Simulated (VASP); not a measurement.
# B15HN16 (a cell with a defect) (V_B-H) in VASP: single point with PBE

Aim: the single point of B15HN16 (a cell with a defect) (V_B-H) with PBE.

Everything below comes from runs of VASP 6.6.1. Logs are shortened: lines on timing, memory, paths and dates and some standing lists are left out, and cuts for length are marked.

## Step 1: The cell of the first run

The cell holds a defect, 32 atoms: a = 6.277 Å, b = 6.277 Å, c = 6.277 Å, α = 109.47°, β = 109.47°, γ = 109.47°.

## Step 2: Single point, PBE, collinear spin

INCAR

```
PREC     = Accurate       # precision mode
ENCUT    = 520            # plane-wave cutoff, eV
EDIFF    = 1E-6           # SCF threshold, eV
ISMEAR   = 0              # smearing method
SIGMA    = 0.01           # smearing width, eV
LREAL    = Auto         
LASPH    = T              # aspherical terms in the spheres
NELM     = 150            # most SCF steps
ALGO     = Normal         # electronic algorithm
ISIF     = 2              # what is computed and relaxed
LWAVE    = F              # write WAVECAR
LCHARG   = F              # write CHGCAR
ISPIN    = 2              # spin polarisation
MAGMOM   = 0 0.01 0 0 0.01 0.01 0.02 0 0 0.16 0 0.01 0.01 0 0.01 0.01 0.06 0.07 0.05 0.06 0.28 0.35 0.07 0.04 0.31 0.04 0.01 0.06 0.05 0.09 0.01 0 # initial moments
LORBIT   = 11             # projections on sites
NUPDOWN  = 3.0            # fixed moment
GGA      = PE             # functional
NELECT   = 127.0        
NBANDS   = 89             # bands
```

KPOINTS

```
Automatic mesh
0
Gamma
  1 1 1
  0.25 0.25 0.25
```

POSCAR

```
B15HN16
1.0
   -3.6241103800      3.6241103800     -3.6241103800
    3.6241103800      3.6241103800      3.6241103800
    3.6241103800     -3.6241103800     -3.6241103800
B N H
15 16 1
Direct
   -0.0014018687     -0.0043636219     -0.0041603423
    0.0036962614      0.2504379051      0.7505687237
    0.0024338681      0.4990885482      0.4999060302
   -0.0038757993      0.7406007531      0.2427480743
    0.2516469365      0.0016593963      0.7499083331
    0.2521801775      0.4994758371      0.2465000849
    0.2516450594      0.7430784321     -0.0001495634
    0.5011599852      0.0023941225      0.5014544758
    0.5013481178      0.2508787910      0.2530478594
    0.4432701825      0.5009204115      0.0044604217
    0.5005776824      0.7496005877      0.7500253059
    0.7458478794     -0.0040974206      0.2455113773
    0.7534925202      0.2537162381     -0.0006339699
    0.7514409291      0.4977135036      0.7532401560
    0.7499651067      0.7476828392      0.5005265239
   -0.0172756217     -0.0189660098      0.2323520200
    0.0003140176      0.2446478489      0.0019890137
    0.0041559730      0.4993824159      0.7467699688
   -0.0005475941      0.7510188177      0.4992291303
    0.2497451827     -0.0005408737      0.0030472694
    0.2456236509      0.2441627264      0.7692555325
    0.2518568608      0.5266726205      0.5024734505
    0.2544312644      0.7574017224      0.2549428898
    0.5030189036      0.0044718331      0.7518751747
    0.5279209858      0.2519972271      0.5028310274
    0.5027814613      0.5008699662      0.2611842221
    0.4991705279      0.7550698176     -0.0009417010
    0.7501351120     -0.0034998740      0.4977876856
    0.7538845870      0.2499801028      0.2490871426
    0.7713648752      0.4972786190     -0.0012368646
    0.7503971969      0.7484322793      0.7493070505
    0.1466555546      0.1429158090      0.3972416924
```

Potentials or basis: VASP PAW PBE potentials, release 64 (B, N, H).

The run is started by

```sh
cat potpaw_PBE.64/B/POTCAR potpaw_PBE.64/N/POTCAR potpaw_PBE.64/H/POTCAR > POTCAR
mpirun -np 1 vasp_std > vasp.out
```

OUTCAR:

```text
PREC = Accurate
   ENCUT = 520
   EDIFF = 1E-6
   ISMEAR = 0
   LREAL = Auto
   LASPH = T
   NELM = 150
   ISIF = 2
   ISPIN = 2
   LORBIT = 11
   NUPDOWN = 3.0
   GGA = PE
   NELECT = 127.0

 ion  position               nearest neighbor table
   1  0.999  0.996  0.996-  17 1.55  16 1.55  31 1.55  20 1.55
   2  0.004  0.250  0.751-  21 1.50  18 1.57  28 1.59  17 1.60
   3  0.002  0.499  0.500-  22 1.51  18 1.55  29 1.57  19 1.59
   4  0.996  0.741  0.243-  30 1.49  16 1.56  23 1.56  19 1.58
   5  0.252  0.002  0.750-  21 1.50  24 1.57  19 1.58  20 1.60
   6  0.252  0.499  0.247-  26 1.54  22 1.56  17 1.57  23 1.60
   7  0.252  0.743  1.000-  27 1.53  18 1.56  23 1.57  20 1.61
   8  0.501  0.002  0.501-  25 1.52  23 1.54  24 1.56  28 1.58
   9  0.501  0.251  0.253-  25 1.52  26 1.55  20 1.58  29 1.60
  10  0.443  0.501  0.004-  21 1.48  26 1.53  27 1.53
  11  0.501  0.750  0.750-  22 1.51  27 1.56  31 1.57  24 1.59
  12  0.746  0.996  0.246-  27 1.54  16 1.55  29 1.57  28 1.57
  13  0.753  0.254  0.999-  30 1.50  24 1.56  17 1.56  29 1.57
  14  0.751  0.498  0.753-  30 1.51  25 1.51  31 1.58  18 1.60
  15  0.750  0.748  0.501-  26 1.54  31 1.56  19 1.56  28 1.57
  16  0.983  0.981  0.232-  32 1.03  12 1.55   1 1.55   4 1.56
  17  0.000  0.245  0.002-   1 1.55  13 1.56   6 1.57   2 1.60
  18  0.004  0.499  0.747-   3 1.55   7 1.56   2 1.57  14 1.60
  19  0.999  0.751  0.499-  15 1.56   5 1.58   4 1.58   3 1.59
  20  0.250  0.999  0.003-   1 1.55   9 1.58   5 1.60   7 1.61
  21  0.246  0.244  0.769-  10 1.48   2 1.50   5 1.50
  22  0.252  0.527  0.502-   3 1.51  11 1.51   6 1.56
  23  0.254  0.757  0.255-   8 1.54   4 1.56   7 1.57   6 1.60
  24  0.503  0.004  0.752-  13 1.56   8 1.56   5 1.57  11 1.59
  25  0.528  0.252  0.503-  14 1.51   8 1.52   9 1.52
  26  0.503  0.501  0.261-  10 1.53  15 1.54   6 1.54   9 1.55
  27  0.499  0.755  0.999-  10 1.53   7 1.53  12 1.54  11 1.56
  28  0.750  0.997  0.498-  15 1.57  12 1.57   8 1.58   2 1.59
  29  0.754  0.250  0.249-   3 1.57  12 1.57  13 1.57   9 1.60
  30  0.771  0.497  0.999-   4 1.49  13 1.50  14 1.51
  31  0.750  0.748  0.749-   1 1.55  15 1.56  11 1.57  14 1.58
  32  0.147  0.143  0.397-  16 1.03

  LATTYP: Found a body centered cubic cell.
 ALAT       =     7.2482207600

  Lattice vectors:

 A1 = (  -3.6241103800,   3.6241103800,  -3.6241103800)
 A2 = (   3.6241103800,   3.6241103800,   3.6241103800)
 A3 = (   3.6241103800,  -3.6241103800,  -3.6241103800)

Analysis of symmetry for initial positions (statically):
=====================================================================
 Subroutine PRICEL returns:
 Original cell was already a primitive cell.

[... 214 lines left out ...]
  ext. energy  EPLUGINS =         0.00000000
  ---------------------------------------------------
  free energy    TOTEN  =      -255.59887884 eV

  energy without entropy =     -255.59887884  energy(sigma->0) =     -255.59887884

 E-fermi :   7.0799     XC(G=0): -12.6833

 val. band max:       12.0065309203   @ k =   0.2500   0.2500   0.2500
 cond. band min:       7.7624360489   @ k =   0.2500   0.2500   0.2500
 fundamental gap:     -4.2440948714
 Fermi energy:        12.0963315564

 spin component 1

 k-point     1 :       0.2500    0.2500    0.2500
  band No.  band energies     occupation
      1     -12.0298      1.00000
      2     -11.9929      1.00000
      3     -11.8782      1.00000
      4     -11.4938      1.00000
      5      -9.2479      1.00000
      6      -9.0231      1.00000
[... 67 lines left out ...]
     74      15.0389      0.00000
     75      15.1403      0.00000
 Fermi energy:         7.0798883064

 spin component 2

 k-point     1 :       0.2500    0.2500    0.2500
  band No.  band energies     occupation
      1     -11.9235      1.00000
      2     -11.8545      1.00000
      3     -11.7418      1.00000
      4     -11.2866      1.00000
      5      -9.1566      1.00000
      6      -8.9220      1.00000
[... 67 lines left out ...]
     74      15.1553      0.00000
     75      15.2791      0.00000
 [bands above 75 left out]

------------------------ aborting loop because EDIFF is reached ----------------------------------------

  FORCE on cell =-STRESS in cart. coord.  units (eV):
  Direction    XX          YY          ZZ          XY          YZ          ZX
  --------------------------------------------------------------------------------------
  -------------------------------------------------------------------------------------
  Total       25.4453611     23.5259455     24.7281168     -1.4182853     -4.5351979      2.5953678
  in kB      214.1188781    197.9672854    208.0833754    -11.9346570    -38.1630065     21.8396286
  external PRESSURE =     206.7231796 kB  Pullay stress =       0.0000000 kB

 VOLUME and BASIS-vectors are now :
 -----------------------------------------------------------------------------
  energy-cutoff  :      520.00
  volume of cell :      190.40
      direct lattice vectors                 reciprocal lattice vectors
    -3.624110380  3.624110380 -3.624110380     0.000000000  0.137964893 -0.137964893
     3.624110380  3.624110380  3.624110380     0.137964893  0.137964893  0.000000000
     3.624110380 -3.624110380 -3.624110380     0.137964893  0.000000000 -0.137964893

 POSITION                                       TOTAL-FORCE (eV/Angst)
 -----------------------------------------------------------------------------------
      3.59830      3.61829     -3.61977        -0.011856     -0.010243      0.014165
      3.61436     -1.79913     -1.82592        -0.004306     -0.018800      0.007888
      3.61165      0.00586     -0.01178         0.000911     -0.003749      0.018254
     -0.04630      5.41434     -1.80579         0.026369     -0.001290     -0.012598
      1.81177     -1.79974     -3.62373        -0.010780     -0.009381     -0.008067
      1.78957      1.83074      0.00288         0.010784     -0.005143      0.004960
[... 24 lines left out ...]
      2.70845      2.71635     -2.72269        -0.006210     -0.005044     -0.007569
      1.42609     -0.39021     -1.45320         0.003589      0.002641     -0.003776
 -----------------------------------------------------------------------------------
    total drift:                                0.007628     -0.000266      0.004747

  FREE ENERGIE OF THE ION-ELECTRON SYSTEM (eV)
  ---------------------------------------------------
  free  energy   TOTEN  =      -255.5988788377 eV

  energy  without entropy=     -255.5988788377  energy(sigma->0) =     -255.59887884

 total charge

# of ion       s       p       d       tot
------------------------------------------
    1        0.687   1.410   0.000   2.098
    2        0.681   1.373   0.000   2.054
    3        0.688   1.404   0.000   2.092
    4        0.686   1.410   0.000   2.097
    5        0.681   1.383   0.000   2.064
    6        0.671   1.365   0.000   2.036
[... 24 lines left out ...]
   31        1.212   2.774   0.000   3.987
   32        0.624   0.099   0.000   0.723
--------------------------------------------------
tot         30.402  65.132   0.000  95.534

 magnetization (x)

# of ion       s       p       d       tot
------------------------------------------
    1        0.003   0.003   0.000   0.006
    2        0.003   0.008   0.000   0.011
    3        0.001  -0.003   0.000  -0.002
    4        0.000   0.001   0.000   0.001
    5        0.002   0.008   0.000   0.010
    6       -0.001   0.012   0.000   0.011
[... 24 lines left out ...]
   31        0.001   0.009   0.000   0.010
   32        0.000  -0.000   0.000  -0.000
--------------------------------------------------
tot          0.144   1.926   0.000   2.069
```

stdout:

```text
POSCAR found type information on POSCAR B N H
 POSCAR found :  3 types and      32 ions
 scaLAPACK will be used
 LDA part: xc-table for (Slater+PW92), standard interpolation
 POSCAR, INCAR and KPOINTS ok, starting setup
 FFT: planning ... GRIDC
 FFT: planning ... GRID_SOFT
 FFT: planning ... GRID
 WAVECAR not read
 entering main loop
 the old and the new charge density differ
 old charge density:   126.00000 new  127.00000
    0.272E+01
```

Run time: 2.2 min. Hardware: 1 thread of Intel Xeon Platinum 8488C (Sapphire Rapids), shared host; peak memory 0.39 GiB.

Results:

| Property | Result |
| --- | --- |
| Free energy | -255.5989 eV |
| Largest force | 0.049 eV/Å |
| Net moment | 3.00 μB per cell |
| Site moments | B +0.01, -0.00, +0.00, +0.03, +0.29, -0.01; N +0.02, +0.06, +0.07, +0.05, +0.32, +0.40, +0.04, +0.34, +0.01, +0.10; H -0.00 μB |
| Valence electrons inside the program's atomic spheres | B 2.10, 2.05, 2.09, 2.06, 2.04, 2.12, 2.07, 2.08; N 4.05, 3.98, 3.96, 3.95, 3.91, 3.97, 3.93, 4.01, 4.02, 3.99; H 0.72 |

Forces in eV/Å, atoms in the order of the input:
```
B   -0.012 -0.010  0.014
B   -0.004 -0.019  0.008
B    0.001 -0.004  0.018
B    0.026 -0.001 -0.013
B   -0.011 -0.009 -0.008
B    0.011 -0.005  0.005
B    0.021  0.009  0.000
B   -0.008 -0.008 -0.004
B   -0.021  0.004  0.001
B   -0.017  0.032 -0.006
B   -0.006  0.012 -0.014
B    0.010 -0.004  0.003
B   -0.006 -0.029 -0.006
B    0.018  0.014  0.029
B    0.016  0.002 -0.015
N    0.020  0.029 -0.034
N    0.002  0.012  0.002
N    0.007 -0.002 -0.003
N   -0.015  0.004 -0.001
N   -0.006 -0.007 -0.009
N   -0.016  0.012  0.004
N   -0.022 -0.005  0.003
N   -0.009 -0.006  0.005
N   -0.002  0.003  0.000
N    0.008 -0.012  0.009
N   -0.010 -0.004  0.005
N    0.003 -0.003  0.002
N    0.009  0.011  0.001
N    0.007  0.004  0.005
N    0.009 -0.015  0.011
N   -0.006 -0.005 -0.008
H    0.004  0.003 -0.004
```

Caveat: the k points lie up to 1.23 Å⁻¹ apart; the cell carries a net charge on a neutralising background, which shifts energy and pressure; the cell is charged against a uniform background, so pressure and absolute levels hang on convention; the moment is held away from its start; the total moment is fixed, so each spin has its own Fermi level.
